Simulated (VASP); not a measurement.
# Al16ClO24 (a cell with a defect) in VASP: further runs, part 3 of 3

VASP 6.6.1. The steps go on from the part before.

## (5) Single point, PBE

Contents of INCAR:

```
SYSTEM = Al16ClO24
PREC     = Accurate       ! precision mode
ENCUT    = 520            ! plane-wave cutoff, eV
EDIFF    = 1E-6           ! SCF threshold, eV
ISMEAR   = -1             ! smearing method
SIGMA    = 0.01           ! smearing width, eV
LREAL    = Auto         
LASPH    = .TRUE.         ! aspherical terms in the spheres
NELM     = 120            ! most SCF steps
ALGO     = Normal         ! electronic algorithm
ISIF     = 2              ! what is computed and relaxed
LWAVE    = .FALSE.        ! write WAVECAR
LCHARG   = .FALSE.        ! write CHGCAR
GGA      = PE             ! functional
NBANDS   = 126            ! bands
NELECT   = 200.0        
GGA_COMPAT= .FALSE.      
ISYM     = -1
```

Contents of KPOINTS:

```
explicit points
1
Reciprocal
  0.25000000   0.25000000   0.25000000 1
```

Contents of POSCAR:

```
Al16ClO24
1.0
    2.4039417600      1.3879164200      4.3742070900
   -4.8078835200      2.7758328500      8.7484141900
    0.0000000000     -5.5516656900      8.7484141900
Al O Cl
16 24 1
Direct
    0.6365885987      0.3195888399      0.3350223290
    0.8469828756      0.4235159808      0.4319161395
    0.1330332847      0.0670439014      0.0697406446
    0.3338474398      0.1623063035      0.1921136056
    0.6422008901      0.3047955575      0.8218250047
    0.8554753338      0.4400884237      0.9118101573
    0.1381619125      0.0764846298      0.5715999327
    0.3342441543      0.1754444501      0.6855233421
    0.6513774921      0.8182888663      0.3232751633
    0.8490988830      0.9237955214      0.4256088837
    0.1694524624      0.6108935124      0.0584550930
    0.3677207130      0.6795056836      0.1803296290
    0.6503119949      0.8256745707      0.8167731174
    0.8318608998      0.9340083088      0.9272275449
    0.1475938011      0.5769469852      0.5749312787
    0.3646455899      0.6867719959      0.6731811815
    0.4385360177      0.0182327725      0.3809981700
    0.9232772717      0.1264845096      0.2753421455
    0.0261964668      0.3308045575      0.2851520161
    0.7492627878      0.1875536504      0.0280277522
    0.2438099990      0.2761077785      0.4799903473
    0.5573295148      0.4763513270      0.1250236389
    0.4497146307      0.0161301289      0.8733881204
    0.9533936223      0.1191234646      0.7737149045
    0.0173200052      0.3843471407      0.7209223974
    0.7132613878      0.2162830758      0.5561714323
    0.2502469185      0.2503698379      0.9366334211
    0.5537209078      0.4709406549      0.6264600706
    0.4368658506      0.5284799540      0.3793368373
    0.9462746951      0.6208952949      0.2780977511
    0.0494598964      0.8711362688      0.2280634218
    0.7529931871      0.7293237769      0.0293422760
    0.2538515980      0.7783677458      0.4678164544
    0.5312073681      0.9650546974      0.1332756692
    0.4935302637      0.6173506488      0.8381686196
    0.9860340464      0.6321439378      0.7671792558
    0.0463314300      0.8831938298      0.7170115818
    0.7638318738      0.7210206580      0.5181950406
    0.2245134630      0.8029496291      0.9843144714
    0.5552697185      0.9685220212      0.6217555946
    1.2213267681      0.4289830259      0.0040688061
```

Potentials or basis: VASP PAW PBE potentials, release 64 (Al, O, Cl).

Started as:

```sh
$ cat potpaw_PBE.64/Al/POTCAR potpaw_PBE.64/O/POTCAR potpaw_PBE.64/Cl/POTCAR > POTCAR
$ mpirun -np 1 vasp_std > vasp.out
```

OUTCAR:

```text
SYSTEM = Al16ClO24
   PREC = Accurate
   ENCUT = 520
   EDIFF = 1E-6
   ISMEAR = -1
   LREAL = Auto
   LASPH = .TRUE.
   NELM = 120
   ISIF = 2
   GGA = PE
   NELECT = 200.0
   ISYM = -1

 ion  position               nearest neighbor table
   1  0.637  0.320  0.335-  19 1.83  21 1.84  18 1.89  22 1.94  29 2.00  26 2.08   2 2.68   4 2.80
                             8 2.81  12 2.87   2 3.23  10 3.25
   2  0.847  0.424  0.432-  19 1.77  28 1.84  21 1.88  30 1.88  29 2.00  26 2.07   1 2.68   7 2.77
                            15 2.80  11 3.05   5 3.15   9 3.22   1 3.23
   3  0.133  0.067  0.070-  20 1.80  27 1.80  31 1.84  23 1.88  34 2.02  18 2.05  14 2.78   4 2.79
                            10 2.84   6 2.97  12 3.11   8 3.12   4 3.24
   4  0.334  0.162  0.192-  17 1.82  19 1.88  20 1.89  18 1.96  34 1.98  41 2.26  27 2.48   9 2.76
[... 364 lines left out ...]
  external PRESSURE =     202.9501259 kB  Pullay stress =       0.0000000 kB

 VOLUME and BASIS-vectors are now :
 -----------------------------------------------------------------------------
  energy-cutoff  :      520.00
  volume of cell :      350.27
      direct lattice vectors                 reciprocal lattice vectors
     2.403941760  1.387916420  4.374207090     0.207991728  0.120084080  0.076204287
    -4.807883520  2.775832850  8.748414190    -0.103995864  0.060042040  0.038102144
     0.000000000 -5.551665690  8.748414190    -0.000000000 -0.120084080  0.038102144

 POSITION                                       TOTAL-FORCE (eV/Angst)
 -----------------------------------------------------------------------------------
     -0.00622     -0.08928      8.51138         0.060468     -0.033734      0.064110
     -0.00012     -0.04670     11.18855         0.018828     -0.030146      0.119120
     -0.00254     -0.01643      1.77856         0.031477      0.034666      0.077506
      0.02220     -0.15266      4.56093         0.016808      0.074625      0.199362
      0.07839     -2.82512     12.66526        -0.046221     -0.052260      0.010658
     -0.05938     -2.65312     15.56899         0.076805     -0.036982     -0.119318
[... 33 lines left out ...]
     -3.32171      0.00734     16.34127         0.002209      0.011244     -0.013125
     -1.53044      1.47538      4.75665        -0.642917     -0.006251     -0.591178
 -----------------------------------------------------------------------------------
    total drift:                                0.009331     -0.025160      0.011688

  FREE ENERGIE OF THE ION-ELECTRON SYSTEM (eV)
  ---------------------------------------------------
  free  energy   TOTEN  =      -281.8265559855 eV

  energy  without entropy=     -281.8265559855  energy(sigma->0) =     -281.82655599
```

OSZICAR:

```text
N       E                     dE             d eps       ncg     rms          rms(c)
DAV:   1     0.112877814093E+04    0.11288E+04   -0.10717E+05   252   0.152E+03
DAV:   2    -0.245281604821E+03   -0.13741E+04   -0.13446E+04   306   0.328E+02
DAV:   3    -0.316973833005E+03   -0.71692E+02   -0.71381E+02   296   0.799E+01
DAV:   4    -0.317793239994E+03   -0.81941E+00   -0.81729E+00   304   0.925E+00
DAV:   5    -0.317805632789E+03   -0.12393E-01   -0.12381E-01   304   0.111E+00    0.379E+01
DAV:   6    -0.281644334386E+03    0.36161E+02   -0.15296E+02   280   0.353E+01    0.157E+01
DAV:   7    -0.281828056488E+03   -0.18372E+00   -0.49236E+00   296   0.651E+00    0.105E+01
DAV:   8    -0.281795662417E+03    0.32394E-01   -0.43653E-01   296   0.253E+00    0.370E+00
DAV:   9    -0.281818532743E+03   -0.22870E-01   -0.11034E-01   296   0.133E+00    0.906E-01
DAV:  10    -0.281825625277E+03   -0.70925E-02   -0.29276E-02   304   0.660E-01    0.446E-01
DAV:  11    -0.281826355530E+03   -0.73025E-03   -0.63695E-03   288   0.325E-01    0.149E-01
DAV:  12    -0.281826521737E+03   -0.16621E-03   -0.99870E-04   288   0.131E-01    0.818E-02
DAV:  13    -0.281826550034E+03   -0.28297E-04   -0.24359E-04   304   0.556E-02    0.516E-02
DAV:  14    -0.281826547468E+03    0.25665E-05   -0.77894E-05   288   0.370E-02    0.242E-02
DAV:  15    -0.281826556009E+03   -0.85414E-05   -0.20283E-05   272   0.160E-02    0.588E-03
DAV:  16    -0.281826555986E+03    0.23485E-07   -0.18861E-06   224   0.521E-03
   1 F= -.28182656E+03 E0= -.28182656E+03  d E =-.131389E-11
```

stdout:

```text
POSCAR found type information on POSCAR AlO Cl
 POSCAR found :  3 types and      41 ions
 scaLAPACK will be used
 LDA part: xc-table for (Slater+PW92), standard interpolation
 POSCAR, INCAR and KPOINTS ok, starting setup
 FFT: planning ... GRIDC
 FFT: planning ... GRID_SOFT
 FFT: planning ... GRID
 WAVECAR not read
 entering main loop
 the old and the new charge density differ
 old charge density:   199.00000 new  200.00000
    0.379E+01
```

It took 2.3 min on 1 thread of Intel Xeon 6975P-C (Granite Rapids), shared host; peak memory 0.52 GiB.

Results:

```yaml
Free_energy: -281.8266 eV
Largest_force: 0.873 eV/Å
```

Forces on the atoms (eV/Å):
```
Al   0.060 -0.034  0.064
Al   0.019 -0.030  0.119
Al   0.031  0.035  0.078
Al   0.017  0.075  0.199
Al  -0.046 -0.052  0.011
Al   0.077 -0.037 -0.119
Al   0.023 -0.031  0.053
Al  -0.008 -0.054  0.034
Al  -0.027  0.048  0.025
Al   0.007  0.037  0.036
Al   0.090 -0.113 -0.048
Al  -0.016 -0.023 -0.054
Al   0.008 -0.040 -0.142
Al   0.112  0.037 -0.260
Al  -0.017  0.011 -0.020
Al   0.041 -0.004 -0.018
O    0.023 -0.004  0.070
O    0.069  0.056  0.121
O    0.102 -0.014  0.177
O   -0.408  0.031  0.486
O    0.032 -0.063  0.085
O    0.087 -0.082 -0.170
O    0.051 -0.065 -0.120
O    0.018 -0.144  0.073
O   -0.038  0.028 -0.064
O    0.021 -0.035  0.055
O    0.151  0.212 -0.181
O   -0.027  0.010  0.010
O    0.043  0.029  0.006
O    0.013  0.000  0.071
O   -0.002  0.062  0.044
O    0.007 -0.070 -0.022
O    0.000  0.065  0.013
O    0.029  0.187  0.139
O    0.086 -0.044 -0.033
O   -0.043  0.072 -0.103
O    0.023 -0.058  0.043
O    0.002  0.027  0.003
O    0.031 -0.026 -0.060
O    0.002  0.011 -0.013
Cl  -0.643 -0.006 -0.591
```

Levels at points of the mesh, in eV from the Fermi level:
```csv
k point,band 98,band 99,band 100,band 101,band 102,band 103
"(0.25, 0.25, 0.25)",-1.45,-0.81,-0.27,4.43,5.66,5.93
```

Caveat: the cell carries a net charge on a neutralising background, which shifts energy and pressure; the cell is charged against a uniform background, so pressure and absolute levels hang on convention.
